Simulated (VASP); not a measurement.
# CdI2 (P-3m1) in VASP: notebook

CdI2 is run at these levels: PBE; tasks: electric field gradients.

Program: VASP 6.6.1. These are calculated values, not measurements. Logs are shortened: lines on timing, memory, paths and dates and some standing lists are left out, and cuts for length are marked.

## Step 1: The cell of the first run

Symmetry: P-3m1, No. 164, trigonal system. The conventional cell has a = 4.286 Å, b = 4.286 Å, c = 29.107 Å, α = 90.00°, β = 90.00°, γ = 120.00°. Cd (site symmetry -3m) has 6 I at 3.01 Å within 4.0 Å. Within 4.0 Å of Cd (site symmetry 3m) lie 6 I at 3.01 to 3.02 Å. Within 4.0 Å of Cd (site symmetry -3m) lie 6 I at 3.01 Å. Within 4.0 Å of I (site symmetry 3m) lie 3 Cd at 3.01 Å. I (site symmetry 3m) has 3 Cd at 3.01 Å within 4.0 Å. I (site symmetry 3m) has 3 Cd at 3.02 Å within 4.0 Å. Within 4.0 Å of I (site symmetry 3m) lie 3 Cd at 3.01 Å.

## Step 2: Electric field gradients, PBE

INCAR

```
PREC = Accurate
ENCUT = 400
EDIFF = 1E-8
ISMEAR = -1
SIGMA = 0.02
LREAL = False
LASPH = True
NELM = 120
ALGO = Normal
ISIF = 2
LWAVE = False
LCHARG = False
GGA = PE
LEFG = True
NBANDS = 64
GGA_COMPAT = False
```

KPOINTS

```
regular mesh
0
Gamma
  8 8 1
```

POSCAR

```
CdI2
1.0
    4.2862280072      0.0000000000      0.0000000000
   -2.1431140036      3.7119823406      0.0000000000
    0.0000000000      0.0000000000     29.1069907800
Cd I
4 8
Direct
    0.0000000000      0.0000000000      0.0000000000
    0.6666666667      0.3333333333      0.7499465900
    0.3333333333      0.6666666667      0.2500534100
    0.0000000000      0.0000000000      0.5000000000
    0.0000000000      0.0000000000      0.3091694100
    0.6666666667      0.3333333333      0.4410975400
    0.0000000000      0.0000000000      0.6908305900
    0.3333333333      0.6666666667      0.5589024600
    0.3333333333      0.6666666667      0.8091336400
    0.6666666667      0.3333333333      0.9411025400
    0.6666666667      0.3333333333      0.1908663600
    0.3333333333      0.6666666667      0.0588974600
```

Potentials or basis: VASP PAW PBE potentials, release 64 (Cd, I).

Run with:

```sh
$ cat potpaw_PBE.64/Cd/POTCAR potpaw_PBE.64/I/POTCAR > POTCAR
$ mpirun -np 1 vasp_std > vasp.out
```

OUTCAR:

```text
PREC = Accurate
   ENCUT = 400
   EDIFF = 1E-8
   ISMEAR = -1
   LREAL = False
   LASPH = True
   NELM = 120
   ISIF = 2
   GGA = PE

 ion  position               nearest neighbor table
   1  0.000  0.000  0.000-  10 3.01  12 3.01  12 3.01  10 3.01  10 3.01  12 3.01
   2  0.667  0.333  0.750-   7 3.01   7 3.01   7 3.01   9 3.02   9 3.02   9 3.02
   3  0.333  0.667  0.250-   5 3.01   5 3.01   5 3.01  11 3.02  11 3.02  11 3.02
   4  0.000  0.000  0.500-   6 3.01   8 3.01   8 3.01   6 3.01   6 3.01   8 3.01
   5  0.000  0.000  0.309-   3 3.01   3 3.01   3 3.01
   6  0.667  0.333  0.441-   4 3.01   4 3.01   4 3.01
   7  0.000  0.000  0.691-   2 3.01   2 3.01   2 3.01
   8  0.333  0.667  0.559-   4 3.01   4 3.01   4 3.01
   9  0.333  0.667  0.809-   2 3.02   2 3.02   2 3.02
  10  0.667  0.333  0.941-   1 3.01   1 3.01   1 3.01
  11  0.667  0.333  0.191-   3 3.02   3 3.02   3 3.02
  12  0.333  0.667  0.059-   1 3.01   1 3.01   1 3.01

  LATTYP: Found a hexagonal cell.
 ALAT       =     4.2862280072
 C/A-ratio  =     6.7908171780

  Lattice vectors:

 A1 = (   4.2862280072,   0.0000000000,   0.0000000000)
 A2 = (  -2.1431140036,   3.7119823406,   0.0000000000)
 A3 = (   0.0000000000,   0.0000000000,  29.1069907800)

Analysis of symmetry for initial positions (statically):
=====================================================================
 Subroutine PRICEL returns:
 Original cell was already a primitive cell.

 Routine SETGRP: Setting up the symmetry group for a
 hexagonal supercell.

 Subroutine GETGRP returns: Found 12 space group operations
 (whereof 12 operations were pure point group operations)
 out of a pool of 24 trial point group operations.

The static configuration has the point symmetry D_3d.

Analysis of symmetry for dynamics (positions and initial velocities):
=====================================================================
 Subroutine PRICEL returns:
 Original cell was already a primitive cell.

 Routine SETGRP: Setting up the symmetry group for a
 hexagonal supercell.

 Subroutine GETGRP returns: Found 12 space group operations
 (whereof 12 operations were pure point group operations)
 out of a pool of 24 trial point group operations.

The dynamic configuration has the point symmetry D_3d.
[... 841 lines left out ...]
  energy-cutoff  :      400.00
  volume of cell :      463.10
      direct lattice vectors                 reciprocal lattice vectors
     4.286228007  0.000000000  0.000000000     0.233305367  0.134698917  0.000000000
    -2.143114004  3.711982341  0.000000000     0.000000000  0.269397833  0.000000000
     0.000000000  0.000000000 29.106990780     0.000000000  0.000000000  0.034356008

 POSITION                                       TOTAL-FORCE (eV/Angst)
 -----------------------------------------------------------------------------------
      0.00000      0.00000      0.00000        -0.000000     -0.000000     -0.000000
      2.14311      1.23733     21.82869        -0.000000      0.000000      0.006145
     -0.00000      2.47465      7.27830         0.000000     -0.000000     -0.006145
      0.00000      0.00000     14.55350        -0.000000     -0.000000     -0.000000
      0.00000      0.00000      8.99899         0.000000     -0.000000      0.067147
      2.14311      1.23733     12.83902        -0.000000     -0.000000     -0.098179
      0.00000      0.00000     20.10800        -0.000000      0.000000     -0.067147
     -0.00000      2.47465     16.26797         0.000000      0.000000      0.098179
     -0.00000      2.47465     23.55145        -0.000000     -0.000000      0.061643
      2.14311      1.23733     27.39266         0.000000      0.000000     -0.100593
      2.14311      1.23733      5.55555        -0.000000     -0.000000     -0.061643
     -0.00000      2.47465      1.71433         0.000000      0.000000      0.100593
 -----------------------------------------------------------------------------------
    total drift:                               -0.000000      0.000000      0.000000

  FREE ENERGIE OF THE ION-ELECTRON SYSTEM (eV)
  ---------------------------------------------------
  free  energy   TOTEN  =       -22.1345532345 eV

  energy  without entropy=      -22.1345532344  energy(sigma->0) =      -22.13455323

 Electric field gradients (V/A^2)
---------------------------------------------------------------------
 ion       V_xx      V_yy      V_zz      V_xy      V_xz      V_yz
---------------------------------------------------------------------
   1      -1.259    -1.258     2.517     0.001    -0.000     0.000
   2      -0.976    -0.972     1.948     0.003    -0.000     0.000
   3      -0.976    -0.972     1.948     0.003    -0.000     0.000
   4      -1.316    -1.315     2.631     0.001    -0.000     0.000
   5      29.120    29.120   -58.240    -0.001     0.000    -0.000
   6      31.741    31.741   -63.482     0.000    -0.000     0.000
   7      29.120    29.120   -58.240    -0.001     0.000    -0.000
   8      31.741    31.741   -63.482     0.000    -0.000     0.000
   9      29.098    29.098   -58.196     0.000    -0.000     0.000
  10      30.762    30.762   -61.525     0.000    -0.000     0.000
  11      29.098    29.098   -58.196     0.000    -0.000     0.000
  12      30.762    30.762   -61.525     0.000    -0.000     0.000
---------------------------------------------------------------------

 Electric field gradients after diagonalization (V/A^2)
 (convention: |V_zz| > |V_xx| > |V_yy|)
----------------------------------------------------------------------
 ion       V_xx      V_yy      V_zz     asymmetry (V_yy - V_xx)/ V_zz
----------------------------------------------------------------------
   1      -1.259    -1.258     2.517       0.001
   2      -0.977    -0.971     1.948       0.003
   3      -0.977    -0.971     1.948       0.003
   4      -1.316    -1.315     2.631       0.001
   5      29.121    29.119   -58.240       0.000
   6      31.741    31.741   -63.482       0.000
   7      29.121    29.119   -58.240       0.000
   8      31.741    31.741   -63.482       0.000
   9      29.098    29.098   -58.196       0.000
  10      30.762    30.762   -61.525       0.000
  11      29.098    29.098   -58.196       0.000
  12      30.762    30.762   -61.525       0.000
----------------------------------------------------------------------

           NMR quadrupolar parameters

 Cq : quadrupolar parameter    Cq=e*Q*V_zz/h
 eta: asymmetry parameters     (V_yy - V_xx)/ V_zz
 Q  : nuclear electric quadrupole moment in mb (millibarn)
----------------------------------------------------------------------
 ion       Cq(MHz)       eta       Q (mb)
----------------------------------------------------------------------
   1       0.006       0.001       1.000
   2       0.005       0.003       1.000
   3       0.005       0.003       1.000
   4       0.006       0.001       1.000
   5      -0.141       0.000       1.000
   6      -0.153       0.000       1.000
   7      -0.141       0.000       1.000
   8      -0.153       0.000       1.000
   9      -0.141       0.000       1.000
  10      -0.149       0.000       1.000
  11      -0.141       0.000       1.000
  12      -0.149       0.000       1.000
----------------------------------------------------------------------
```

stdout:

```text
POSCAR found type information on POSCAR CdI
 POSCAR found :  2 types and      12 ions
 scaLAPACK will be used
 LDA part: xc-table for (Slater+PW92), standard interpolation
 POSCAR, INCAR and KPOINTS ok, starting setup
 FFT: planning ... GRIDC
 FFT: planning ... GRID_SOFT
 FFT: planning ... GRID
 WAVECAR not read
 entering main loop
ion   1

ion   2

ion   3

ion   4

ion   5

ion   6

ion   7

ion   8

ion   9

ion  10

ion  11

ion  12
```

Wall time 5.7 min (1 thread of AMD EPYC 7R13 (Zen 3), shared host); peak memory 0.4 GiB.

What came out:

* Free energy: -22.1346 eV
* Pressure: 0.6 GPa
* Largest force: 0.101 eV/Å
* Band gap on the k mesh: 2.33 eV (least direct gap 2.48 eV)
* Largest electric field gradient by atom: Cd +2.5, +1.9, +2.6 (each value once); I -58.2, -63.5, -61.5 (each value once) V/Å²

Forces on the atoms (eV/Å):
```
Cd   0.000  0.000  0.000
Cd   0.000  0.000  0.006
Cd   0.000  0.000 -0.006
Cd   0.000  0.000  0.000
I    0.000  0.000  0.067
I    0.000  0.000 -0.098
I    0.000  0.000 -0.067
I    0.000  0.000  0.098
I    0.000  0.000  0.062
I    0.000  0.000 -0.101
I    0.000  0.000 -0.062
I    0.000  0.000  0.101
```

Electric field gradients, principal values (V/Å²):
| atom | least | middle | greatest (by size) |
| --- | --- | --- | --- |
| 1 Cd | -1.258 | -1.259 | 2.517 |
| 2 Cd | -0.971 | -0.977 | 1.948 |
| 3 Cd | -0.971 | -0.977 | 1.948 |
| 4 Cd | -1.315 | -1.316 | 2.631 |
| 5 I | 29.119 | 29.121 | -58.240 |
| 6 I | 31.741 | 31.741 | -63.482 |
| 7 I | 29.119 | 29.121 | -58.240 |
| 8 I | 31.741 | 31.741 | -63.482 |
| 9 I | 29.098 | 29.098 | -58.196 |
| 10 I | 30.762 | 30.762 | -61.525 |
| 11 I | 29.098 | 29.098 | -58.196 |
| 12 I | 30.762 | 30.762 | -61.525 |

Caveat: without QUAD_EFG the Cq values of the log hold for a quadrupole moment of 1 mb, not for the nuclei; spin-orbit coupling is left out, which moves the levels of the heavy elements; this functional lacks dispersion, which binds layers or chains, so the pressure and a relaxed spacing across them are unreliable. A k mesh can miss the band edges.

## Step 3: Electric field gradients, PBE

INCAR

```
SYSTEM = CdI2
ALGO = Normal
EDIFF = 1E-8
ENCUT = 400
GGA = PE
GGA_COMPAT = .FALSE.
ISIF = 2
ISMEAR = -1
LASPH = .TRUE.
LCHARG = .FALSE.
LEFG = .TRUE.
LREAL = .FALSE.
LWAVE = .FALSE.
NBANDS = 64
NELM = 120
PREC = Accurate
SIGMA = 0.025
```

KPOINTS

```
k-points
0
G
  8 8 1
  0 0 0
```

POSCAR is that of step 2.

Potentials or basis: VASP PAW PBE potentials, release 64 (Cd, I).

Run with:

```sh
$ cat potpaw_PBE.64/Cd/POTCAR potpaw_PBE.64/I/POTCAR > POTCAR
$ mpirun -np 1 vasp_std > vasp.out
```

OUTCAR:

```text
SYSTEM = CdI2
   EDIFF = 1E-8
   ENCUT = 400
   GGA = PE
   ISIF = 2
   ISMEAR = -1
   LASPH = .TRUE.
   LREAL = .FALSE.
   NELM = 120
   PREC = Accurate

 ion  position               nearest neighbor table
   1  0.000  0.000  0.000-  10 3.01  12 3.01  12 3.01  10 3.01  10 3.01  12 3.01
   2  0.667  0.333  0.750-   7 3.01   7 3.01   7 3.01   9 3.02   9 3.02   9 3.02
   3  0.333  0.667  0.250-   5 3.01   5 3.01   5 3.01  11 3.02  11 3.02  11 3.02
   4  0.000  0.000  0.500-   6 3.01   8 3.01   8 3.01   6 3.01   6 3.01   8 3.01
   5  0.000  0.000  0.309-   3 3.01   3 3.01   3 3.01
   6  0.667  0.333  0.441-   4 3.01   4 3.01   4 3.01
   7  0.000  0.000  0.691-   2 3.01   2 3.01   2 3.01
   8  0.333  0.667  0.559-   4 3.01   4 3.01   4 3.01
   9  0.333  0.667  0.809-   2 3.02   2 3.02   2 3.02
  10  0.667  0.333  0.941-   1 3.01   1 3.01   1 3.01
  11  0.667  0.333  0.191-   3 3.02   3 3.02   3 3.02
  12  0.333  0.667  0.059-   1 3.01   1 3.01   1 3.01

  LATTYP: Found a hexagonal cell.
 ALAT       =     4.2862280072
 C/A-ratio  =     6.7908171780

  Lattice vectors:

 A1 = (   4.2862280072,   0.0000000000,   0.0000000000)
 A2 = (  -2.1431140036,   3.7119823406,   0.0000000000)
 A3 = (   0.0000000000,   0.0000000000,  29.1069907800)
[... 904 lines left out ...]
   2      -0.976    -0.972     1.948     0.003    -0.000     0.000
   3      -0.976    -0.972     1.948     0.003    -0.000     0.000
   4      -1.316    -1.315     2.631     0.001    -0.000     0.000
   5      29.120    29.120   -58.240    -0.001     0.000    -0.000
   6      31.741    31.741   -63.482     0.000    -0.000     0.000
   7      29.120    29.120   -58.240    -0.001     0.000    -0.000
   8      31.741    31.741   -63.482     0.000    -0.000     0.000
   9      29.098    29.098   -58.196     0.000    -0.000     0.000
  10      30.762    30.762   -61.525     0.000    -0.000     0.000
  11      29.098    29.098   -58.196     0.000    -0.000     0.000
  12      30.762    30.762   -61.525     0.000    -0.000     0.000
---------------------------------------------------------------------

 Electric field gradients after diagonalization (V/A^2)
 (convention: |V_zz| > |V_xx| > |V_yy|)
----------------------------------------------------------------------
 ion       V_xx      V_yy      V_zz     asymmetry (V_yy - V_xx)/ V_zz
----------------------------------------------------------------------
   1      -1.259    -1.258     2.517       0.001
   2      -0.977    -0.971     1.948       0.003
   3      -0.977    -0.971     1.948       0.003
   4      -1.316    -1.315     2.631       0.001
   5      29.121    29.119   -58.240       0.000
   6      31.741    31.741   -63.482       0.000
   7      29.121    29.119   -58.240       0.000
   8      31.741    31.741   -63.482       0.000
   9      29.098    29.098   -58.196       0.000
  10      30.762    30.762   -61.525       0.000
  11      29.098    29.098   -58.196       0.000
  12      30.762    30.762   -61.525       0.000
----------------------------------------------------------------------

           NMR quadrupolar parameters

 Cq : quadrupolar parameter    Cq=e*Q*V_zz/h
 eta: asymmetry parameters     (V_yy - V_xx)/ V_zz
 Q  : nuclear electric quadrupole moment in mb (millibarn)
----------------------------------------------------------------------
 ion       Cq(MHz)       eta       Q (mb)
----------------------------------------------------------------------
   1       0.006       0.001       1.000
   2       0.005       0.003       1.000
   3       0.005       0.003       1.000
   4       0.006       0.001       1.000
   5      -0.141       0.000       1.000
   6      -0.153       0.000       1.000
   7      -0.141       0.000       1.000
   8      -0.153       0.000       1.000
   9      -0.141       0.000       1.000
  10      -0.149       0.000       1.000
  11      -0.141       0.000       1.000
  12      -0.149       0.000       1.000
----------------------------------------------------------------------
```

stdout:

```text
POSCAR found type information on POSCAR CdI
 POSCAR found :  2 types and      12 ions
 scaLAPACK will be used
 LDA part: xc-table for (Slater+PW92), standard interpolation
 POSCAR, INCAR and KPOINTS ok, starting setup
 FFT: planning ... GRIDC
 FFT: planning ... GRID_SOFT
 FFT: planning ... GRID
 WAVECAR not read
 entering main loop
ion   1

ion   2

ion   3

ion   4

ion   5

ion   6

ion   7

ion   8

ion   9

ion  10

ion  11

ion  12
```

It took 5.1 min on 1 thread of AMD EPYC 7R13 (Zen 3), shared host; peak memory 0.41 GiB.

What came out:

```
Free energy                             : -22.1346 eV
Pressure                                : 0.6 GPa
Largest force                           : 0.101 eV/Å
Band gap on the k mesh                  : 2.33 eV (least direct gap 2.48 eV)
Largest electric field gradient by atom : Cd +2.5, +1.9, +2.6 (each value once); I -58.2, -63.5, -61.5 (each value once) V/Å²
```

Forces on the atoms (eV/Å):
```
Cd   0.000  0.000  0.000
Cd   0.000  0.000  0.006
Cd   0.000  0.000 -0.006
Cd   0.000  0.000  0.000
I    0.000  0.000  0.067
I    0.000  0.000 -0.098
I    0.000  0.000 -0.067
I    0.000  0.000  0.098
I    0.000  0.000  0.062
I    0.000  0.000 -0.101
I    0.000  0.000 -0.062
I    0.000  0.000  0.101
```

Levels at points of the mesh, in eV from the valence-band top:
| k point | band 48 | band 49 | band 50 | band 51 | band 52 | band 53 | band 54 | band 55 | band 56 | band 57 |
| --- | --- | --- | --- | --- | --- | --- | --- | --- | --- | --- |
| (0.00, 0.00, 0.00) | -0.05 | -0.05 | -0.05 | -0.02 | -0.02 | 2.46 | 2.92 | 2.93 | 3.35 | 4.49 |
| (0.50, 0.00, 0.00) | -0.32 | -0.32 | -0.23 | -0.23 | -0.16 | 2.33 | 2.43 | 2.47 | 2.57 | 4.93 |

Electric field gradients, principal values (V/Å²):
| atom | least | middle | greatest (by size) |
| --- | --- | --- | --- |
| 1 Cd | -1.258 | -1.259 | 2.517 |
| 2 Cd | -0.971 | -0.977 | 1.948 |
| 3 Cd | -0.971 | -0.977 | 1.948 |
| 4 Cd | -1.315 | -1.316 | 2.631 |
| 5 I | 29.119 | 29.121 | -58.240 |
| 6 I | 31.741 | 31.741 | -63.482 |
| 7 I | 29.119 | 29.121 | -58.240 |
| 8 I | 31.741 | 31.741 | -63.482 |
| 9 I | 29.098 | 29.098 | -58.196 |
| 10 I | 30.762 | 30.762 | -61.525 |
| 11 I | 29.098 | 29.098 | -58.196 |
| 12 I | 30.762 | 30.762 | -61.525 |

Caveat: without QUAD_EFG the Cq values of the log hold for a quadrupole moment of 1 mb, not for the nuclei; spin-orbit coupling is left out, which moves the levels of the heavy elements; this functional lacks dispersion, which binds layers or chains, so the pressure and a relaxed spacing across them are unreliable. A k mesh can miss the band edges.
